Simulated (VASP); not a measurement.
Wanted: the native input for a VASP 6.6.1 run.

- Task: single point
- Functional: PBEsol
- Potentials or basis: VASP PAW PBE potentials, release 64 (Si, Ti_sv)
- Cutoff: 520 eV
- k mesh: 8 × 8 × 1
- Occupations: gaussian, width 0.1 eV
- Spin: no spin polarisation
- Dipole correction: yes
- Further INCAR settings: ALGO = Normal; EDIFF = 1e-06; NBANDS = 52

The structure of TiSi2 lies in POSCAR:

```
TiSi2
1.0
    3.5170495999      0.0000000000      0.0000000000
    0.0000000000      3.5556151813      0.0000000000
    0.0000000000      0.0000000000     28.3828910987
Si Ti
8 4
Direct
    0.0000000000      0.2500000000      0.2994761869
    0.5000000000      0.7500000000      0.2997397358
    0.0000000000      0.7500000000      0.3889698838
    0.0000000000      0.2500000000      0.4453920613
    0.5000000000      0.2500000000      0.5350884236
    0.0000000000      0.7500000000      0.5356016640
    0.5000000000      0.7500000000      0.6281471283
    0.5000000000      0.2500000000      0.6903720786
    0.5000000000      0.2500000000      0.3689841543
    0.5000000000      0.7500000000      0.4653777908
    0.0000000000      0.2500000000      0.6043826455
    0.0000000000      0.7500000000      0.6955687136
```

The input as run:

INCAR

```
  PREC = Accurate
  ENCUT = 520
  EDIFF = 1E-6
  ISMEAR = 0
  SIGMA = 0.1
  LREAL = False
  LASPH = True
  NELM = 60
  ALGO = Normal
  ISIF = 2
  LWAVE = False
  LCHARG = False
  LDIPOL = True
  IDIPOL = 3
  DIPOL = 0.5 0.5 0.496
  GGA = PS
  NBANDS = 52
```

KPOINTS

```
Automatic mesh
0
Gamma
  8 8 1
```

Potentials or basis: VASP PAW PBE potentials, release 64 (Si, Ti_sv).

Launch:

```console
$ cat potpaw_PBE.64/Si/POTCAR potpaw_PBE.64/Ti_sv/POTCAR > POTCAR
$ mpirun -np 1 vasp_std > vasp.out
```

It gave:

```yaml
Largest_force: 0.919 eV/Å
Band_gap_on_the_k_mesh: zero (bands 40 and 41 overlap by 0.95 eV)
```

Caveat: the PAW data sets were made with another functional, which shifts forces and pressure a little.

Run time: 13 min on 1 thread of Intel(R) Xeon(R) 6975P-C (Granite Rapids), on a shared host, peak memory 0.59 GiB.
